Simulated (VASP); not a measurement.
## Al3GaN4: single point with PBEsol

Crystal: Al3GaN4.

```xyz
8
Lattice="4.4070 0.0000 -0.2203 0.0000 4.4070 0.0000 -0.2203 0.0000 4.4070" Properties=species:S:1:pos:R:3 pbc="T T T"
Al    2.2035    2.2035   -0.1102
Al    2.0933    0.0000    2.0933
Al   -0.1102    2.2035    2.2035
Ga    0.0000    0.0000    0.0000
N     3.2257    3.2819    0.9610
N     3.1178    1.1251    3.1178
N     0.9610    3.2819    3.2257
N     1.0688    1.1251    1.0688
```

This cell differs from its parent crystal: strain -0.1000 x Voigt [0, 0, 0, 0, 1, 0].

```json
{
 "Program": "VASP 6.6.1",
 "Task": "single point",
 "Functional": "PBEsol",
 "Potentials or basis": "VASP PAW PBE potentials, release 64 (Al, Ga_d, N)",
 "Cutoff": "520 eV",
 "k mesh": "6 × 6 × 6",
 "Occupations": "gaussian, width 0.05 eV",
 "Spin": "no spin polarisation",
 "Dipole correction": "no",
 "Further INCAR settings": "ALGO = Normal; EDIFF = 1e-06; NBANDS = 31"
}
```

| Property | Result |
| --- | --- |
| Pressure | 2.5 GPa |
| Largest force | 0.993 eV/Å |
| Band gap on the k mesh | 2.78 eV, direct |

Forces in eV/Å, atoms in the order of the input:
```
Al   0.000 -0.883  0.000
Al   0.000 -0.993  0.000
Al   0.000 -0.883  0.000
Ga   0.000 -0.925  0.000
N   -0.069  0.929  0.069
N    0.054  0.913  0.054
N    0.069  0.929 -0.069
N   -0.054  0.913 -0.054
```

Stress tensor (GPa, compression positive):
```
 2.95  0.00 21.74
 0.00  1.67  0.00
21.74  0.00  2.95
```

Levels at points of the mesh, in eV from the valence-band top:
```tsv
k point	band 17	band 18	band 19	band 20	band 21	band 22	band 23	band 24	band 25	band 26
(0.00, 0.00, 0.00)	-2.22	-1.62	-0.48	-0.32	0.00	2.78	2.98	3.04	3.14	6.81
(0.50, 0.00, 0.00)	-2.88	-1.49	-1.48	-1.22	-1.21	5.18	5.20	5.66	5.72	8.24
(0.00, 0.50, 0.00)	-2.97	-1.93	-1.67	-0.98	-0.70	5.02	5.16	5.70	5.85	8.43
(0.50, 0.50, 0.00)	-2.78	-1.10	-0.82	-0.80	-0.79	6.62	7.09	7.23	7.45	7.78
(0.50, 0.00, 0.50)	-2.74	-1.19	-1.05	-0.61	-0.45	6.76	7.01	7.18	7.25	7.81
(0.50, 0.50, 0.50)	-0.95	-0.70	-0.62	-0.60	-0.37	5.04	6.24	6.73	6.97	8.96
```

Wall time 2 min on 1 thread of Intel(R) Xeon(R) Platinum 8259CL CPU @ 2.50GHz (Skylake/Cascade Lake), on a shared host, peak memory 0.27 GiB.

Caveat: the cell differs from its parent crystal (strain -0.1000 x Voigt [0, 0, 0, 0, 1, 0]); the PAW data sets were made with another functional, which shifts forces and pressure a little. A k mesh can miss the band edges.
